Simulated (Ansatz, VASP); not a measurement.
**SiC5: VASP beside Ansatz**

Contents of INCAR:

```
PREC = Accurate
ENCUT = 600
EDIFF = 1E-6
ISMEAR = 0
SIGMA = 0.01
LREAL = F
LASPH = T
NELM = 80
ALGO = Normal
ISIF = 3
LWAVE = F
LCHARG = F
GGA = PE
IBRION = 2
NSW = 100
EDIFFG = -0.01
```

KPOINTS

```
regular mesh
0
Gamma
  18 18 4
```

Contents of POSCAR:

```
SiC5
1.0
    2.4381404109      0.0000000000      0.0000000000
   -1.2190702054      2.1114915338      0.0000000000
    0.0000000000      0.0000000000     16.1822995906
Si C
1 5
Direct
    0.0000000000      0.0000000000      0.5000000000
    0.0000000000      0.0000000000      0.0000000000
    0.3333333333      0.6666666667      0.7644374085
    0.6666666667      0.3333333333      0.7644374085
    0.3333333333      0.6666666667      0.2355625915
    0.6666666667      0.3333333333      0.2355625915
```

Input for Ansatz:

```yaml
crystal:
  lattice:
    - [2.4381404109, 0.0, 0.0]
    - [-1.2190702054, 2.1114915338, 0.0]
    - [0.0, 0.0, 16.1822995906]
  atoms:
    - { symbol: Si, position: [0.0, 0.0, 0.5] }
    - { symbol: C, position: [0.0, 0.0, 0.0] }
    - { symbol: C, position: [0.3333333333, 0.6666666667, 0.7644374085] }
    - { symbol: C, position: [0.6666666667, 0.3333333333, 0.7644374085] }
    - { symbol: C, position: [0.3333333333, 0.6666666667, 0.2355625915] }
    - { symbol: C, position: [0.6666666667, 0.3333333333, 0.2355625915] }
basis:
  ecutwfc: 420
kpoints:
  mp_grid: { grid: [18, 18, 4] }
hamiltonian:
  xc: pbe
scf:
  occupations: { method: gaussian, width: 0.01 }
output:
  forces: true
  stress: true
  eigenvalues: true
relax:
  adjacent_minimum: "off"
  f_tol: 0.01
  max_steps: 80
  cell: { stress_tol: 0.05 }
```

Alike in both runs: task relaxation of cell and atoms; functional PBE; k mesh 18 × 18 × 4; occupations gaussian, width 0.01 eV; no spin polarisation.

```csv
,VASP,Ansatz
version,VASP 6.6.1,Ansatz 0.2.0
potentials or method,"VASP PAW PBE potentials, release 64 (Si, C), cutoff 600 eV","scalar-relativistic, plane waves, PAW"
valence electrons in the cell,24,24
```

```tsv
	VASP	Ansatz	Ansatz less VASP
gap on the k mesh at the Fermi level, each at its own relaxed structure (eV)	none	none	-
relaxed volume (Å³/atom)	13.90	14.46	+0.562
relaxed cell length with the largest relative difference (Å)	16.184	16.839	+0.6549
```

A gap of «none» marks a metal or a gap that the smearing closes.
